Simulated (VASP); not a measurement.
BaSr3O4, 16 atoms in the cell. It takes space group Pm-3m (No. 221, cubic). The conventional cell has a = 5.328 Å, b = 5.328 Å, c = 5.328 Å, α = 90.00°, β = 90.00°, γ = 90.00°. Within 3.5 Å of Ba (site symmetry m-3m) lie 6 O at 2.66 Å. Within 3.5 Å of Sr (site symmetry 4/mmm) lie 6 O at 2.66 Å. O (site symmetry 4/mmm) has 2 Ba at 2.66 Å and 4 Sr at 2.66 Å within 3.5 Å. Within 3.5 Å of O (site symmetry m-3m) lie 6 Sr at 2.66 Å. 

| Property | Result |
| --- | --- |
| Program | VASP 6.6.1 |
| Task | single point |
| Functional | PBEsol |
| Potentials or basis | VASP PAW PBE potentials, release 64 (Ba_sv, Sr_sv, O) |
| Cutoff | 520 eV |
| k mesh | 2 × 2 × 2, shifted |
| Occupations | gaussian, width 0.1 eV |
| Spin | no spin polarisation |
| Dipole correction | no |
| Further INCAR settings | LREAL = Auto; ALGO = Normal; EDIFF = 1e-06; NBANDS = 78; ISYM = 0 |

Potentials or basis: VASP PAW PBE potentials, release 64 (Ba_sv, Sr_sv, O).

Command:

```console
$ cat potpaw_PBE.64/Ba_sv/POTCAR potpaw_PBE.64/Sr_sv/POTCAR potpaw_PBE.64/O/POTCAR > POTCAR
$ mpirun -np 1 vasp_std > vasp.out
```

Hardware: 1 thread of Intel(R) Xeon(R) Platinum 8259CL CPU @ 2.50GHz (Skylake/Cascade Lake), with other jobs on the host.

**Question.** Estimate the wall time of this run.

**Answer.** Wall time 19 min on 1 thread of Intel(R) Xeon(R) Platinum 8259CL CPU @ 2.50GHz (Skylake/Cascade Lake), on a shared host, peak memory 0.55 GiB. Counts: scf iterations 16, k points 16.
